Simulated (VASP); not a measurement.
# Sn4O7 (a cell with a defect) in VASP: a series of runs, part 2 of 2

VASP 6.6.1. The steps go on from the part before.

## (3) Single point, LDA

INCAR reads:

```
PREC = Accurate
ENCUT = 520
EDIFF = 1E-6
ISMEAR = 0
SIGMA = 0.05
LREAL = F
LASPH = T
NELM = 100
ALGO = Normal
ISIF = 2
LWAVE = F
LCHARG = F
NELECT = 96.0
NBANDS = 60
```

KPOINTS reads:

```
regular mesh
0
Gamma
  6 4 6
```

POSCAR reads:

```
Sn4O7
1.0
    3.9697699592     -3.9697699592      0.0000000000
    3.9697699592      3.9697699592      0.0000000000
   -1.9848849796      1.9848849796      5.0882634188
Sn O
4 7
Direct
    1.0000000000      0.2500000000      0.5000000000
    0.5000000000      0.7500000000      0.5000000000
    0.5000000000      0.5000000000      0.0000000000
    0.0000000000      0.0000000000      0.0000000000
    0.7970126936      0.0000000000      0.5940253873
    0.2809479867      0.3569237602      0.8480484529
    0.7029873064      0.7500000000      0.9059746127
    0.7029873064      0.5000000000      0.4059746127
    0.2029873064      0.0000000000      0.4059746127
    0.7970126936      0.2500000000      0.0940253873
    0.2970126936      0.7500000000      0.0940253873
```

Potentials or basis: VASP PAW LDA potentials, release 64 (Sn_d, O).

Run with:

```
> cat potpaw_LDA.64/Sn_d/POTCAR potpaw_LDA.64/O/POTCAR > POTCAR
> mpirun -np 1 vasp_std > vasp.out
```

OUTCAR:

```text
PREC = Accurate
   ENCUT = 520
   EDIFF = 1E-6
   ISMEAR = 0
   LREAL = F
   LASPH = T
   NELM = 100
   ISIF = 2
   NELECT = 96.0

 ion  position               nearest neighbor table
   1  0.000  0.250  0.500-   6 1.96   8 2.04   5 2.04   9 2.04  10 2.07   3 3.23   3 3.23   4 3.23
                             4 3.23
   2  0.500  0.750  0.500-   5 2.04   9 2.04   8 2.04   7 2.07  11 2.07   4 3.23   4 3.23   3 3.23
                             3 3.23
   3  0.500  0.500  0.000-   6 1.37  10 2.04   7 2.04  11 2.04   8 2.07   1 3.23   1 3.23   2 3.23
                             2 3.23
   4  0.000  0.000  0.000-   7 2.04  11 2.04  10 2.04   5 2.07   9 2.07   2 3.23   2 3.23   1 3.23
                             1 3.23
   5  0.797  0.000  0.594-   2 2.04   1 2.04   4 2.07
   6  0.281  0.357  0.848-   3 1.37   1 1.96
   7  0.703  0.750  0.906-   4 2.04   3 2.04   2 2.07
   8  0.703  0.500  0.406-   1 2.04   2 2.04   3 2.07
   9  0.203  0.000  0.406-   2 2.04   1 2.04   4 2.07
  10  0.797  0.250  0.094-   3 2.04   4 2.04   1 2.07
  11  0.297  0.750  0.094-   4 2.04   3 2.04   2 2.07

 -----------------------------------------------------------------------------
|                                                                             |
|           W    W    AA    RRRRR   N    N  II  N    N   GGGG   !!!           |
|           W    W   A  A   R    R  NN   N  II  NN   N  G    G  !!!           |
|           W    W  A    A  R    R  N N  N  II  N N  N  G       !!!           |
|           W WW W  AAAAAA  RRRRR   N  N N  II  N  N N  G  GGG   !            |
|           WW  WW  A    A  R   R   N   NN  II  N   NN  G    G                |
|           W    W  A    A  R    R  N    N  II  N    N   GGGG   !!!           |
|                                                                             |
|     The distance between some ions is very small. Please check the          |
|     nearest-neighbor list in the OUTCAR file.                               |
|     I HOPE YOU KNOW WHAT YOU ARE DOING!                                     |
|                                                                             |
 -----------------------------------------------------------------------------

  LATTYP: Found a base centered orthorhombic cell.
 ALAT       =     5.6141025158
 B/A-ratio  =     1.8126720716
 C/A-ratio  =     1.0000000000

  Lattice vectors:

 A1 = (  -1.9848849796,   1.9848849796,  -5.0882634188)
 A2 = (  -1.9848849796,   1.9848849796,   5.0882634188)
 A3 = (   3.9697699592,   3.9697699592,   0.0000000000)

Analysis of symmetry for initial positions (statically):
=====================================================================
 Subroutine PRICEL returns:
 Original cell was already a primitive cell.

 Routine SETGRP: Setting up the symmetry group for a
 base centered orthorhombic supercell.

 Subroutine GETGRP returns: Found  1 space group operations
 (whereof  1 operations were pure point group operations)
 out of a pool of  8 trial point group operations.

The static configuration has the point symmetry C_1 .

Analysis of symmetry for dynamics (positions and initial velocities):
=====================================================================
 Subroutine PRICEL returns:
 Original cell was already a primitive cell.

 Routine SETGRP: Setting up the symmetry group for a
 base centered orthorhombic supercell.

 Subroutine GETGRP returns: Found  1 space group operations
 (whereof  1 operations were pure point group operations)
 out of a pool of  8 trial point group operations.

[... 108 lines left out ...]
 SYSTEM =  unknown system
   PREC   = accura    normal or accurate (medium, high low for compatibility)
   ISTART =      0    job   : 0-new  1-cont  2-samecut
   ICHARG =      2    charge: 1-file 2-atom 10-const
   ISPIN  =      1    spin polarized calculation?
   LNONCOLLINEAR =      F non collinear calculations
   LSORBIT =      F    spin-orbit coupling
   LASPH  =      T    aspherical Exc in radial PAW
   ENCUT  =  520.0 eV  38.22 Ry    6.18 a.u.  10.44 10.44 10.80*2*pi/ulx,y,z
   NELM   =    100;   NELMIN=  2; NELMDL= -5     # of ELM steps
   EDIFF  = 0.1E-05   stopping-criterion for ELM
   LREAL  =      F    real-space projection
   EDIFFG = 0.1E-04   stopping-criterion for IOM
   NSW    =      0    number of steps for IOM
   IBRION =     -1    ionic relax: 0-MD 1-quasi-New 2-CG
   NFREE  =      0    steps in history (QN), initial steepest desc. (CG)
   ISIF   =      2    stress and relaxation
   ISYM   =      2    0-nonsym 1-usesym 2-fastsym
   POTIM  = 0.5000    time-step for ionic-motion
   TEBEG  =    0.0;   TEEND  =   0.0 temperature during run
   PSTRESS=    0.0 pullay stress
   NELECT =      96.0000    total number of electrons
   NUPDOWN=      -1.0000    fix difference up-down
   EMIN   =  10.00;   EMAX   =-10.00  energy-range for DOS
   EFERMI =   0.00;   METHOD = LEGACY
   ISMEAR =     0;   SIGMA  =   0.05  broadening in eV -4-tet -1-fermi 0-gaus
   EFERMI_NEDOS =   21; number of points for ismear=-14 and -15
   IALGO  =     38    algorithm
   IMIX   =      4    mixing-type and parameters
     AMIX     =   0.40;   BMIX     =  1.00
     AMIX_MAG =   1.60;   BMIX_MAG =  1.00
  volume/ion in A,a.u.               =      14.58        98.39
  Fermi-wavevector in a.u.,A,eV,Ry     =   1.379712  2.607278 25.900127  1.903606
  Thomas-Fermi vector in A             =   2.504656
   LORBIT       =      0    0 simple, 1 ext, 2 COOP (PROOUT), +10 PAW based schemes
   GGA     = CA    functional components
   LHFCALC =     F    Hartree Fock is set to
   AEXX    =    0.0000 exact exchange contribution
   IVDW    =     0    specifies the selected vdW correction
   LEPSILON=     F    determine dielectric tensor
   LRPA    =     F    only Hartree local field effects (RPA)
 non-spin polarized calculation
 Gauss-broadening in eV      SIGMA  =   0.05
  energy-cutoff  :      520.00
  volume of cell :      160.37
 maximum number of plane-waves:      4352
 NGX is ok and might be reduce to    42
   NGX = 21   NGY = 21   NGZ = 21

 number of electron      95.9999999 magnetization

 Free energy of the ion-electron system (eV)
  ---------------------------------------------------
  ext. energy  EPLUGINS =         0.00000000
  ---------------------------------------------------
  free energy    TOTEN  =       -75.20445194 eV

  energy without entropy =      -75.20445194  energy(sigma->0) =      -75.20445194

 E-fermi :   3.7528     XC(G=0): -10.3934

 val. band max:        3.5365494371   @ k =   0.1667   0.0000   0.1667
 cond. band min:       4.2333050838   @ k =   0.0000   0.0000   0.0000
 fundamental gap:      0.6967556467
 Fermi energy:         3.7527847493

 k-point     1 :       0.0000    0.0000    0.0000
  band No.  band energies     occupation
      1     -21.0271      2.00000
      2     -16.7215      2.00000
      3     -16.6450      2.00000
      4     -16.5455      2.00000
      5     -16.3421      2.00000
      6     -16.2591      2.00000
[... 1501 lines left out ...]
     59      13.3321      0.00000
     60      13.7944      0.00000

 [... further k-points ...]

------------------------ aborting loop because EDIFF is reached ----------------------------------------

  FORCE on cell =-STRESS in cart. coord.  units (eV):
  Direction    XX          YY          ZZ          XY          YZ          ZX
  --------------------------------------------------------------------------------------
  -------------------------------------------------------------------------------------
  Total       22.8722762    -22.6068927     -0.7828905      0.0921931      0.0734719     28.5184490
  in kB      228.5018419   -225.8505703     -7.8213430      0.9210401      0.7340091    284.9090346
  external PRESSURE =      -1.7233571 kB  Pullay stress =       0.0000000 kB

 VOLUME and BASIS-vectors are now :
 -----------------------------------------------------------------------------
  energy-cutoff  :      520.00
  volume of cell :      160.37
      direct lattice vectors                 reciprocal lattice vectors
     3.969769959 -3.969769959  0.000000000     0.125951883 -0.125951883  0.098265353
     3.969769959  3.969769959  0.000000000     0.125951883  0.125951883  0.000000000
    -1.984884980  1.984884980  5.088263419     0.000000000  0.000000000  0.196530706

 POSITION                                       TOTAL-FORCE (eV/Angst)
 -----------------------------------------------------------------------------------
      0.00000      1.98488      2.54413        -2.101412      0.052099     -1.503724
      3.96977      1.98488      2.54413         2.551240     -0.068990     -0.315957
      3.96977      0.00000      0.00000        39.583325      0.014139     27.776710
      0.00000      0.00000      0.00000        -1.293616     -0.008124      0.012450
      1.98488     -1.98488      3.02256         1.703074     -0.001644      1.195131
      0.84893      1.98488      4.31509       -39.621970     -0.026527    -27.862397
      3.96977      1.98488      4.60984        -1.757246      0.019136     -1.239651
      3.96977     -0.00000      2.06571        -0.151153      0.089290      0.480103
      0.00000     -0.00000      2.06571         0.059975     -0.047357      0.404634
      3.96977     -1.98488      0.47843         0.780631     -1.354043      0.530459
      3.96977      1.98488      0.47843         0.247152      1.332021      0.522242
 -----------------------------------------------------------------------------------
    total drift:                                0.000771     -0.000253      0.001044

  FREE ENERGIE OF THE ION-ELECTRON SYSTEM (eV)
  ---------------------------------------------------
  free  energy   TOTEN  =       -75.2044519400 eV

  energy  without entropy=      -75.2044519400  energy(sigma->0) =      -75.20445194
```

Wall time 12 min (1 thread of Oxide Virtual Turin-like, shared host); peak memory 0.54 GiB.

What came out:

* Free energy: -75.2045 eV
* Largest force: 48.438 eV/Å

Forces on the atoms (eV/Å):
```
Sn   -2.101   0.052  -1.504
Sn    2.551  -0.069  -0.316
Sn   39.583   0.014  27.777
Sn   -1.294  -0.008   0.012
O     1.703  -0.002   1.195
O   -39.622  -0.027 -27.862
O    -1.757   0.019  -1.240
O    -0.151   0.089   0.480
O     0.060  -0.047   0.405
O     0.781  -1.354   0.530
O     0.247   1.332   0.522
```

Levels at points of the mesh, in eV from the Fermi level:
```csv
k point,band 44,band 45,band 46,band 47,band 48,band 49,band 50,band 51,band 52,band 53
"(0.00, 0.00, 0.00)",-0.87,-0.79,-0.49,-0.39,-0.28,0.48,3.43,4.95,5.79,6.43
"(0.50, 0.00, 0.00)",-0.97,-0.82,-0.70,-0.52,-0.26,2.08,3.13,4.15,5.73,6.52
"(0.50, 0.00, 0.50)",-1.04,-0.82,-0.81,-0.41,-0.39,2.27,3.23,3.96,5.75,7.27
"(0.00, 0.50, 0.00)",-1.16,-0.95,-0.79,-0.59,-0.28,2.07,2.82,4.30,6.06,6.97
"(0.50, 0.50, 0.00)",-0.94,-0.86,-0.76,-0.70,-0.46,2.51,3.24,4.21,6.14,6.63
"(0.50, 0.50, 0.50)",-0.94,-0.80,-0.76,-0.72,-0.46,2.41,3.39,3.99,6.13,6.53
"(0.00, 0.00, 0.50)",-0.97,-0.81,-0.55,-0.38,-0.26,2.17,3.27,4.72,5.81,6.20
"(0.00, 0.50, 0.50)",-0.80,-0.75,-0.70,-0.42,-0.36,2.33,3.53,3.92,5.30,6.69
```

Caveat: the cell carries a net charge on a neutralising background, which shifts energy and pressure; the cell differs from its parent crystal (atoms taken out, atom 6 moved 0.333 of the way to it and +0.300 Å across, host rigid); the cell is charged against a uniform background, so pressure and absolute levels hang on convention; atoms lie so close that the PAW spheres overlap strongly, which falsifies energies and pressures; spin-orbit coupling is left out, which moves the levels of the heavy elements.
